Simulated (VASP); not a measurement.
# Ir (Fd-3m) in VASP: notebook, part 2 of 2

VASP 6.6.1.

**4. Relaxation of cell and atoms, PBE**

File INCAR:

```
SYSTEM = Ir
PREC = Accurate ; ENCUT = 600
EDIFF = 1E-6 ; ISMEAR = 0
SIGMA = 0.1 ; LREAL = .False.
LASPH = .True. ; NELM = 100
ALGO = Fast ; ISIF = 3
LWAVE = .False. ; LCHARG = .False.
GGA = PE ; IBRION = 2
NSW = 90 ; EDIFFG = -0.04
```

File KPOINTS:

```
Automatic mesh
0
Gamma
  6 6 6
  0 0 0
```

File POSCAR:

```
Ir
1.0
    0.0000000000      2.5380291931      2.5380291931
    2.5380291931      0.0000000000      2.5380291931
    2.5380291931      2.5380291931      0.0000000000
Ir
2
Direct
    0.5000000000      0.5000000000      0.5000000000
    0.7500000000      0.7500000000      0.7500000000
```

Potentials or basis: VASP PAW PBE potentials, release 64 (Ir).

Started as:

```console
$ cat potpaw_PBE.64/Ir/POTCAR > POTCAR
$ mpirun -np 1 vasp_std > vasp.out
```

OUTCAR:

```text
SYSTEM = Ir
   PREC = Accurate
   ENCUT = 600
   EDIFF = 1E-6
   ISMEAR = 0
   LREAL = .False.
   LASPH = .True.
   NELM = 100
   ISIF = 3
   GGA = PE
   IBRION = 2
   NSW = 90
   EDIFFG = -0.04

 ion  position               nearest neighbor table
   1  0.500  0.500  0.500-   2 2.20   2 2.20   2 2.20   2 2.20
   2  0.750  0.750  0.750-   1 2.20   1 2.20   1 2.20   1 2.20

  LATTYP: Found a face centered cubic cell.
 ALAT       =     5.0760583862

  Lattice vectors:

 A1 = (   0.0000000000,   2.5380291931,   2.5380291931)
 A2 = (   2.5380291931,   0.0000000000,   2.5380291931)
 A3 = (   2.5380291931,   2.5380291931,   0.0000000000)

Analysis of symmetry for initial positions (statically):
=====================================================================
 Subroutine PRICEL returns:
 Original cell was already a primitive cell.

 Routine SETGRP: Setting up the symmetry group for a
 face centered cubic supercell.

 Subroutine GETGRP returns: Found 48 space group operations
 (whereof 24 operations were pure point group operations)
 out of a pool of 48 trial point group operations.

The static configuration has the point symmetry T_d .
 The point group associated with its full space group is O_h .

Analysis of symmetry for dynamics (positions and initial velocities):
=====================================================================
 Subroutine PRICEL returns:
 Original cell was already a primitive cell.

 Routine SETGRP: Setting up the symmetry group for a
 face centered cubic supercell.

 Subroutine GETGRP returns: Found 48 space group operations
 (whereof 24 operations were pure point group operations)
 out of a pool of 48 trial point group operations.

The dynamic configuration has the point symmetry T_d .
 The point group associated with its full space group is O_h .

 Subroutine INISYM returns: Found 48 space group operations
 (whereof 24 operations are pure point group operations),
 and found     1 'primitive' translations

----------------------------------------------------------------------------------------

                                     Primitive cell

  volume of cell :      32.6979

  direct lattice vectors                    reciprocal lattice vectors
     0.000000000  2.538029193  2.538029193    -0.197003250  0.197003250  0.197003250
     2.538029193  0.000000000  2.538029193     0.197003250 -0.197003250  0.197003250
     2.538029193  2.538029193  0.000000000     0.197003250  0.197003250 -0.197003250

  length of vectors
     3.589315307  3.589315307  3.589315307     0.341219639  0.341219639  0.341219639

  position of ions in fractional coordinates (direct lattice)
     0.500000000  0.500000000  0.500000000
     0.750000000  0.750000000  0.750000000

  ion indices of the primitive-cell ions
   primitive index   ion index
                 1           1
                 2           2

----------------------------------------------------------------------------------------

 KPOINTS: Automatic mesh

Automatic generation of k-mesh.
 Grid dimensions read from file:
 generate k-points for:    6    6    6

 Generating k-lattice:

  Cartesian coordinates                     Fractional coordinates (reciprocal lattice)
    -0.032833875  0.032833875  0.032833875     0.166666667  0.000000000  0.000000000
     0.032833875 -0.032833875  0.032833875     0.000000000  0.166666667  0.000000000
     0.032833875  0.032833875 -0.032833875     0.000000000  0.000000000  0.166666667

  Length of vectors
     0.056869940  0.056869940  0.056869940

  Shift w.r.t. Gamma in fractional coordinates (k-lattice)
     0.000000000  0.000000000  0.000000000

 Subroutine IBZKPT returns following result:
 ===========================================

 Found     16 irreducible k-points:

 Following reciprocal coordinates:
            Coordinates               Weight
  0.000000  0.000000  0.000000      1.000000
  0.166667  0.000000  0.000000      8.000000
  0.333333  0.000000  0.000000      8.000000
  0.500000  0.000000  0.000000      4.000000
  0.166667  0.166667  0.000000      6.000000
  0.333333  0.166667  0.000000     24.000000
[... 8 lines left out ...]
 -0.333333  0.333333  0.166667     24.000000
 -0.333333  0.500000  0.166667     12.000000
   k-points           NKPTS =     16   k-points in BZ     NKDIM =     16   number of bands    NBANDS=     13
   number of dos      NEDOS =    301   number of ions     NIONS =      2
   total plane-waves  NPLWV =  27000
   dimension x,y,z NGX =    30 NGY =   30 NGZ =   30
   dimension x,y,z NGXF=    60 NGYF=   60 NGZF=   60
   ions per type =               2
   NGX,Y,Z   is equivalent  to a cutoff of  13.90, 13.90, 13.90 a.u.
   NGXF,Y,Z  is equivalent  to a cutoff of  27.79, 27.79, 27.79 a.u.
 SYSTEM =  Ir
   PREC   = accura    normal or accurate (medium, high low for compatibility)
   ISTART =      0    job   : 0-new  1-cont  2-samecut
   ICHARG =      2    charge: 1-file 2-atom 10-const
   ISPIN  =      1    spin polarized calculation?
   LNONCOLLINEAR =      F non collinear calculations
   LSORBIT =      F    spin-orbit coupling
   LASPH  =      T    aspherical Exc in radial PAW
   ENCUT  =  600.0 eV  44.10 Ry    6.64 a.u.   7.17  7.17  7.17*2*pi/ulx,y,z
   NELM   =    100;   NELMIN=  2; NELMDL= -5     # of ELM steps
   EDIFF  = 0.1E-05   stopping-criterion for ELM
   LREAL  =      F    real-space projection
   EDIFFG = -.4E-01   stopping-criterion for IOM
   NSW    =     90    number of steps for IOM
   IBRION =      2    ionic relax: 0-MD 1-quasi-New 2-CG
   NFREE  =      1    steps in history (QN), initial steepest desc. (CG)
   ISIF   =      3    stress and relaxation
   ISYM   =      2    0-nonsym 1-usesym 2-fastsym
   POTIM  = 0.5000    time-step for ionic-motion
   TEBEG  =    0.0;   TEEND  =   0.0 temperature during run
   PSTRESS=    0.0 pullay stress
   NELECT =      18.0000    total number of electrons
   NUPDOWN=      -1.0000    fix difference up-down
   EMIN   =  10.00;   EMAX   =-10.00  energy-range for DOS
   EFERMI =   0.00;   METHOD = LEGACY
   ISMEAR =     0;   SIGMA  =   0.10  broadening in eV -4-tet -1-fermi 0-gaus
   EFERMI_NEDOS =   21; number of points for ismear=-14 and -15
   IALGO  =     68    algorithm
   IMIX   =      4    mixing-type and parameters
     AMIX     =   0.40;   BMIX     =  1.00
     AMIX_MAG =   1.60;   BMIX_MAG =  1.00
  volume/ion in A,a.u.               =      16.35       110.33
  Fermi-wavevector in a.u.,A,eV,Ry     =   1.341711  2.535467 24.493059  1.800189
  Thomas-Fermi vector in A             =   2.469923
   LORBIT       =      0    0 simple, 1 ext, 2 COOP (PROOUT), +10 PAW based schemes
   GGA     = PE    functional components
   LHFCALC =     F    Hartree Fock is set to
   AEXX    =    0.0000 exact exchange contribution
   IVDW    =     0    specifies the selected vdW correction
   LEPSILON=     F    determine dielectric tensor
   LRPA    =     F    only Hartree local field effects (RPA)
 conjugate gradient relaxation of ions
 non-spin polarized calculation
 RMM-DIIS sequential band-by-band and
 Gauss-broadening in eV      SIGMA  =   0.10
  energy-cutoff  :      600.00
  volume of cell :       32.70
 maximum number of plane-waves:      1113
 NGX is ok and might be reduce to    30
   NGX = 15   NGY = 15   NGZ = 15

--------------------------------------- Ionic step        1  -------------------------------------------

 number of electron      18.0000002 magnetization

 Free energy of the ion-electron system (eV)
  ---------------------------------------------------
  ext. energy  EPLUGINS =         0.00000000
  ---------------------------------------------------
  free energy    TOTEN  =       -13.27948310 eV

  energy without entropy =      -13.27217911  energy(sigma->0) =      -13.27583111

------------------------ aborting loop because EDIFF is reached ----------------------------------------

  FORCE on cell =-STRESS in cart. coord.  units (eV):
  Direction    XX          YY          ZZ          XY          YZ          ZX
  --------------------------------------------------------------------------------------
  -------------------------------------------------------------------------------------
  Total       19.5365601     19.5365601     19.5365601      0.0000000     -0.0000000      0.0000000
  in kB      957.2796895    957.2796895    957.2796895      0.0000000     -0.0000000      0.0000000
  external PRESSURE =     957.2796895 kB  Pullay stress =       0.0000000 kB
[... 799 lines left out ...]
  energy  without entropy=      -15.6864593313  energy(sigma->0) =      -15.69205591

--------------------------------------- Ionic step        9  -------------------------------------------

 number of electron      17.9999998 magnetization

 Free energy of the ion-electron system (eV)
  ---------------------------------------------------
  ext. energy  EPLUGINS =         0.00000000
  ---------------------------------------------------
  free energy    TOTEN  =       -15.69824624 eV

  energy without entropy =      -15.68727337  energy(sigma->0) =      -15.69275980

 E-fermi :   5.1962     XC(G=0): -11.1513

 val. band max:        5.1105982761   @ k =   0.3333   0.1667   0.0000
 cond. band min:       5.2320061855   @ k =  -0.3333   0.3333   0.0000
 fundamental gap:      0.1214079094
 Fermi energy:         5.1962456229

 k-point     1 :       0.0000    0.0000    0.0000
  band No.  band energies     occupation
      1      -2.7751      2.00000
      2       0.1830      2.00000
      3       0.1830      2.00000
      4       0.5710      2.00000
      5       0.5710      2.00000
      6       0.5710      2.00000
      7       3.4711      2.00000
      8       3.4711      2.00000
      9       3.4711      2.00000
     10       5.9934      0.00000
     11       5.9934      0.00000
     12      16.0341      0.00000
[... 268 lines left out ...]
  FREE ENERGIE OF THE ION-ELECTRON SYSTEM (eV)
  ---------------------------------------------------
  free  energy   TOTEN  =       -15.6982462367 eV

  energy  without entropy=      -15.6872733680  energy(sigma->0) =      -15.69275980

 reached required accuracy - stopping structural energy minimisation
```

OSZICAR:

```text
N       E                     dE             d eps       ncg     rms          rms(c)
DAV:   1     0.179495169159E+03    0.17950E+03   -0.93776E+03   416   0.153E+03
DAV:   2    -0.487427165050E+01   -0.18437E+03   -0.17152E+03   416   0.387E+02
DAV:   3    -0.138449859751E+02   -0.89707E+01   -0.86065E+01   504   0.929E+01
[... 107 lines left out ...]
RMM:   3    -0.156982343478E+02    0.10879E-04   -0.25174E-03   416   0.303E-01    0.698E-02
RMM:   4    -0.156982414601E+02   -0.71123E-05   -0.30515E-04   416   0.250E-01    0.323E-02
RMM:   5    -0.156982474767E+02   -0.60165E-05   -0.10821E-04   430   0.959E-02    0.126E-02
RMM:   6    -0.156982459082E+02    0.15684E-05   -0.27338E-05   415   0.757E-02    0.741E-03
RMM:   7    -0.156982462367E+02   -0.32847E-06   -0.52903E-06   332   0.205E-02
   9 F= -.15698246E+02 E0= -.15692760E+02  d E =-.177902E-03
```

CONTCAR:

```text
Ir
   1.00000000000000
    -0.0000000000000000    2.7842978454813569    2.7842978454813569
     2.7842978454813569    0.0000000000000000    2.7842978454813569
     2.7842978454813569    2.7842978454813569    0.0000000000000000
  Ir
     2
Direct
     0.5000000000000000    0.5000000000000000    0.5000000000000000
     0.7500000000000000    0.7500000000000000    0.7500000000000000

  0.00000000E+00  0.00000000E+00  0.00000000E+00
  0.00000000E+00  0.00000000E+00  0.00000000E+00
```

It took 2.5 min on 1 thread of AMD EPYC 7R13, shared host; peak memory 0.14 GiB.

What came out:

| Property | Result |
| --- | --- |
| Free energy | -15.6982 eV |
| Relaxed volume | 21.58 Å³/atom |
| Relaxed cell | a = 3.938 Å, b = 3.938 Å, c = 3.938 Å, α = 60.00°, β = 60.00°, γ = 60.00° |
| Space group after relaxing (to 0.05 Å) | Fd-3m (No. 227) |
| Energy gained by relaxing | 1209.4 meV/atom |
| Ionic steps | 9 |
| Pressure after relaxing | 0.0 GPa |
| Band gap on the k mesh | zero (band 9 reaches 6.08 eV, above the bottom of band 10 at 4.77 eV) |

Step by step:
```csv
step,energy change (eV),largest force (eV/Å),pressure (GPa),volume (Å³)
1,0.0000,0.0000,95.73,32.70
2,5.3343,0.0000,-15.08,104.13
3,1.7300,0.0000,-23.75,74.15
4,-1.0433,0.0000,-24.78,56.62
5,-2.4167,0.0000,-1.60,43.57
6,-2.4186,0.0000,0.44,43.06
7,-2.4186,0.0000,-0.46,43.29
8,-2.4182,0.0000,0.89,42.96
9,-2.4188,0.0000,0.02,43.17
```

Final structure:
```
Ir
1.0
     0.00000    2.78430    2.78430
     2.78430    0.00000    2.78430
     2.78430    2.78430    0.00000
Ir
2
Direct
  0.50000 0.50000 0.50000
  0.75000 0.75000 0.75000
```

Caveat: the volume moved by over 15 % at a fixed basis, so the end points are rough; spin-orbit coupling is left out, which moves the levels of the heavy elements.

**5. Summary**

| task | cell | cutoff (eV) | gap on the mesh (eV) | pressure (GPa) |
| --- | --- | --- | --- | --- |
| single point | a = 3.589 Å, angles 60.0°, 2 atoms | 520 | none | 95.8 |
| single point | a = 3.940 Å, angles 60.0°, 2 atoms | 520 | none | -0.3 |
| relaxation of cell and atoms | relaxed from a = 3.589 Å, angles 60.0°, 2 atoms | 600 | none | 0.0 |

Alike in all rows: level PBE; potentials or basis VASP PAW PBE potentials, release 64 (Ir); no spin polarisation; k mesh 6 × 6 × 6; smearing gaussian 0.1 eV.

Caveats: spin-orbit coupling is left out, which moves the levels of the heavy elements; the volume moved by over 15 % at a fixed basis, so the end points are rough (some runs).

Total energies depend on the potentials used, so only differences within one code and one set of settings carry meaning.
